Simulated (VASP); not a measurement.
# Cu16O (a cell with a defect) in VASP: single point with PBE

Aim: the single point of Cu16O (a cell with a defect) with PBE.

All numbers are computed with VASP 6.6.1; they aren't measurements. Logs are shortened: lines on timing, memory, paths and dates and some standing lists are left out, and cuts for length are marked.

## 1. The cell of the first run

The cell holds a defect, 17 atoms: a = 6.288 Å, b = 6.288 Å, c = 6.288 Å, α = 109.47°, β = 109.47°, γ = 109.47°.

## 2. Single point, PBE

Input file INCAR:

```
ALGO = Normal ; EDIFF = 1E-6
ENCUT = 520 ; GGA = PE
ISIF = 2 ; ISMEAR = 1
LASPH = True ; LCHARG = False
LREAL = Auto ; LWAVE = False
NBANDS = 105 ; NELM = 60
PREC = Accurate ; SIGMA = 0.1
```

Input file KPOINTS:

```
k-points
0
Gamma
  4 4 4
```

Input file POSCAR:

```
Cu16O
1.0
   -3.6303500600      3.6303500600      3.6303500600
    3.6303500600     -3.6303500600      3.6303500600
    3.6303500600      3.6303500600     -3.6303500600
Cu O
16 1
Direct
   -0.0047332901      0.0206905667      0.0216148577
   -0.0049389177      0.2478266517      0.7487185685
   -0.0047330146      0.4749110889      0.4757874506
   -0.0049590259      0.7477491027      0.2487572782
    0.2679032280      0.0206413979      0.7489051896
    0.2450380777      0.2476824508      0.4987271117
    0.2450966120      0.4977693529      0.2486557729
    0.2680194703      0.7480015577      0.0216626492
    0.4949579160     -0.0022625917      0.4987286267
    0.4952047241      0.2479085998      0.2488755864
    0.4950021266      0.4977694906     -0.0012226094
    0.4950840746      0.7477456595      0.7487349581
    0.7450778727     -0.0022229261      0.2486670666
    0.7450442672      0.2476638575     -0.0012844491
    0.7221022647      0.4748071044      0.7489079442
    0.7222391661      0.7480497625      0.4759302743
    0.9946527030      0.7472864752      0.7484052378
```

Potentials or basis: VASP PAW PBE potentials, release 64 (Cu, O).

Command:

```bash
> cat potpaw_PBE.64/Cu/POTCAR potpaw_PBE.64/O/POTCAR > POTCAR
> mpirun -np 1 vasp_std > vasp.out
```

OUTCAR:

```text
EDIFF = 1E-6
   ENCUT = 520
   GGA = PE
   ISIF = 2
   ISMEAR = 1
   LASPH = True
   LREAL = Auto
   NELM = 60
   PREC = Accurate

 ion  position               nearest neighbor table
   1  0.995  0.021  0.022-  17 1.98   7 2.45   6 2.45  14 2.45  13 2.45  10 2.57   2 2.57   4 2.57
                            12 2.57
   2  0.995  0.248  0.749-   7 2.57  11 2.57   6 2.57  14 2.57  13 2.57   9 2.57  16 2.57  15 2.57
                             5 2.57   1 2.57   3 2.57   8 2.57
   3  0.995  0.475  0.476-  17 1.98   7 2.45   6 2.45  14 2.45  13 2.45  12 2.57   4 2.57   2 2.57
                            10 2.57
   4  0.995  0.748  0.249-   9 2.57   6 2.57  13 2.57   7 2.57  11 2.57  14 2.57  15 2.57   3 2.57
                            16 2.57   8 2.57   1 2.57   5 2.57
   5  0.268  0.021  0.749-  17 1.98  11 2.45  14 2.45   6 2.45   9 2.45  10 2.57   2 2.57  12 2.57
                             4 2.57
   6  0.245  0.248  0.499-   3 2.45  15 2.45   1 2.45   5 2.45   9 2.57   4 2.57  13 2.57   2 2.57
                            10 2.57  11 2.57  12 2.57   7 2.57
   7  0.245  0.498  0.249-   3 2.45   1 2.45  16 2.45   8 2.45  11 2.57   2 2.57   9 2.57  10 2.57
                             4 2.57  14 2.57  12 2.57   6 2.57
   8  0.268  0.748  0.022-  17 1.98  13 2.45   9 2.45  11 2.45   7 2.45  10 2.57  12 2.57   4 2.57
                             2 2.57
   9  0.495  0.998  0.499-  16 2.45   8 2.45  15 2.45   5 2.45   6 2.57   4 2.57   7 2.57  14 2.57
                            12 2.57  10 2.57   2 2.57  13 2.57
  10  0.495  0.248  0.249-  11 2.57   7 2.57  14 2.57  13 2.57   6 2.57   9 2.57   8 2.57   1 2.57
                             5 2.57  15 2.57   3 2.57  16 2.57
  11  0.495  0.498  0.999-  15 2.45   5 2.45  16 2.45   8 2.45   7 2.57   2 2.57  10 2.57  13 2.57
                            12 2.57   4 2.57   6 2.57  14 2.57
  12  0.495  0.748  0.749-  14 2.57  13 2.57   9 2.57  11 2.57   6 2.57   7 2.57   3 2.57  16 2.57
                            15 2.57   8 2.57   5 2.57   1 2.57
  13  0.745  0.998  0.249-  16 2.45   8 2.45   3 2.45   1 2.45  14 2.57  12 2.57   6 2.57   4 2.57
                            10 2.57  11 2.57   2 2.57   9 2.57
  14  0.745  0.248  0.999-  15 2.45   3 2.45   5 2.45   1 2.45  13 2.57  12 2.57   9 2.57  10 2.57
                             2 2.57   7 2.57   4 2.57  11 2.57
  15  0.722  0.475  0.749-  17 1.98  14 2.45  11 2.45   6 2.45   9 2.45   4 2.57   2 2.57  12 2.57
                            10 2.57
  16  0.722  0.748  0.476-  17 1.98   9 2.45  13 2.45   7 2.45  11 2.45   2 2.57  12 2.57   4 2.57
                            10 2.57
  17  0.995  0.747  0.748-  15 1.98   3 1.98  16 1.98   8 1.98   1 1.98   5 1.98

  LATTYP: Found a body centered cubic cell.
 ALAT       =     7.2607001200

  Lattice vectors:

 A1 = (  -3.6303500600,   3.6303500600,   3.6303500600)
 A2 = (   3.6303500600,  -3.6303500600,   3.6303500600)
 A3 = (   3.6303500600,   3.6303500600,  -3.6303500600)

Analysis of symmetry for initial positions (statically):
=====================================================================
 Subroutine PRICEL returns:
[... 170 lines left out ...]
   IALGO  =     38    algorithm
   IMIX   =      4    mixing-type and parameters
     AMIX     =   0.40;   BMIX     =  1.00
     AMIX_MAG =   1.60;   BMIX_MAG =  1.00
  volume/ion in A,a.u.               =      11.26        75.97
  Fermi-wavevector in a.u.,A,eV,Ry     =   1.609892  3.042255 35.262938  2.591753
  Thomas-Fermi vector in A             =   2.705530
   LORBIT       =      0    0 simple, 1 ext, 2 COOP (PROOUT), +10 PAW based schemes
   GGA     = PE    functional components
   LHFCALC =     F    Hartree Fock is set to
   AEXX    =    0.0000 exact exchange contribution
   IVDW    =     0    specifies the selected vdW correction
   LEPSILON=     F    determine dielectric tensor
   LRPA    =     F    only Hartree local field effects (RPA)
 non-spin polarized calculation
 Methfessel and Paxton  Order N= 1 SIGMA  =   0.10
  energy-cutoff  :      520.00
  volume of cell :      191.38
 maximum number of plane-waves:      5233
 NGX is ok and might be reduce to    48
   NGX = 23   NGY = 23   NGZ = 23

 number of electron     182.0000003 magnetization

 Free energy of the ion-electron system (eV)
  ---------------------------------------------------
  ext. energy  EPLUGINS =         0.00000000
  ---------------------------------------------------
  free energy    TOTEN  =       -64.09860269 eV

  energy without entropy =      -64.08689170  energy(sigma->0) =      -64.09469903

 E-fermi :   7.8710     XC(G=0): -12.8286

 val. band max:        7.8614785720   @ k =  -0.2500   0.5000   0.0000
 cond. band min:       7.9677646303   @ k =   0.0000   0.0000   0.5000
 fundamental gap:      0.1062860583
 Fermi energy:         7.8709995293

 k-point     1 :       0.0000    0.0000    0.0000
  band No.  band energies     occupation
      1     -12.2199      2.00000
      2      -1.2218      2.00000
      3       0.6108      2.00000
      4       0.6109      2.00000
      5       0.6110      2.00000
      6       2.8476      2.00000
[... 2533 lines left out ...]
    102      12.9290      0.00000
    103      13.7468      0.00000

 [... further k-points ...]

 [bands above 103 left out]

------------------------ aborting loop because EDIFF is reached ----------------------------------------

  FORCE on cell =-STRESS in cart. coord.  units (eV):
  Direction    XX          YY          ZZ          XY          YZ          ZX
  --------------------------------------------------------------------------------------
  -------------------------------------------------------------------------------------
  Total       12.0327926     12.0368198     12.0311629      0.0010939     -0.0075705      0.0022380
  in kB      100.7329402    100.7666538    100.7192971      0.0091572     -0.0633763      0.0187359
  external PRESSURE =     100.7396303 kB  Pullay stress =       0.0000000 kB

 VOLUME and BASIS-vectors are now :
 -----------------------------------------------------------------------------
  energy-cutoff  :      520.00
  volume of cell :      191.38
      direct lattice vectors                 reciprocal lattice vectors
    -3.630350060  3.630350060  3.630350060     0.000000000  0.137727765  0.137727765
     3.630350060 -3.630350060  3.630350060     0.137727765  0.000000000  0.137727765
     3.630350060  3.630350060 -3.630350060     0.137727765  0.137727765  0.000000000

 POSITION                                       TOTAL-FORCE (eV/Angst)
 -----------------------------------------------------------------------------------
     -3.45958      3.61652      3.60981         0.003113     -0.000708     -0.001193
      0.00539      5.43083      1.79401         0.000421     -0.000053      0.000000
     -0.16180      3.61635      3.60999        -0.002864     -0.000454     -0.001971
      0.00532      1.80083      5.42386        -0.000087     -0.000165      0.000248
      1.82114      3.61643     -1.67127        -0.000675     -0.001198      0.002139
      1.82015      1.80095     -0.02181         0.000107      0.000183      0.000063
[... 9 lines left out ...]
      1.82150      1.63409      3.60987        -0.002677     -0.002776     -0.001062
      1.81895      3.61500      3.60688         0.003325      0.002600      0.005950
 -----------------------------------------------------------------------------------
    total drift:                                0.002250     -0.001904     -0.003652

  FREE ENERGIE OF THE ION-ELECTRON SYSTEM (eV)
  ---------------------------------------------------
  free  energy   TOTEN  =       -64.0986026911 eV

  energy  without entropy=      -64.0868916972  energy(sigma->0) =      -64.09469903
```

OSZICAR:

```text
N       E                     dE             d eps       ncg     rms          rms(c)
DAV:   1     0.202545392337E+04    0.20255E+04   -0.74683E+04  7560   0.311E+03
DAV:   2     0.327201540771E+03   -0.16983E+04   -0.16546E+04  7560   0.655E+02
[... 11 lines left out ...]
DAV:  14    -0.640985508857E+02    0.12187E-02   -0.90549E-03  8430   0.112E+00    0.474E-02
DAV:  15    -0.640987021046E+02   -0.15122E-03   -0.13322E-03  8702   0.457E-01    0.645E-02
DAV:  16    -0.640986620386E+02    0.40066E-04   -0.14625E-04  7897   0.144E-01    0.515E-02
DAV:  17    -0.640986109599E+02    0.51079E-04   -0.11386E-04  9088   0.118E-01    0.192E-02
DAV:  18    -0.640986051284E+02    0.58315E-05   -0.58948E-05  8991   0.100E-01    0.995E-03
DAV:  19    -0.640986024729E+02    0.26555E-05   -0.13245E-05  8587   0.539E-02    0.605E-03
DAV:  20    -0.640986026911E+02   -0.21826E-06   -0.98372E-07  3969   0.191E-02
   1 F= -.64098603E+02 E0= -.64094699E+02  d E =-.117110E-01
```

It took 62 min on 1 thread of Oxide Virtual Turin-like, shared host; peak memory 0.58 GiB.

Results:

```
Free energy            : -64.0986 eV
Pressure               : 10.1 GPa
Largest force          : 0.007 eV/Å
Band gap on the k mesh : zero (bands 91 and 92 overlap by 1.24 eV)
```

Forces in eV/Å, atoms in the order of the input:
```
Cu   0.003 -0.001 -0.001
Cu   0.000  0.000  0.000
Cu  -0.003  0.000 -0.002
Cu   0.000  0.000  0.000
Cu  -0.001 -0.001  0.002
Cu   0.000  0.000  0.000
Cu   0.001  0.000  0.000
Cu  -0.001  0.003 -0.002
Cu   0.001  0.000  0.000
Cu   0.000  0.000  0.000
Cu   0.000  0.000  0.000
Cu   0.000  0.000  0.000
Cu   0.000  0.000  0.000
Cu   0.000  0.000  0.000
Cu  -0.001 -0.001 -0.002
Cu  -0.003 -0.003 -0.001
O    0.003  0.003  0.006
```

The gap in the log of VASP goes by the Fermi energy; the results here count the filled bands.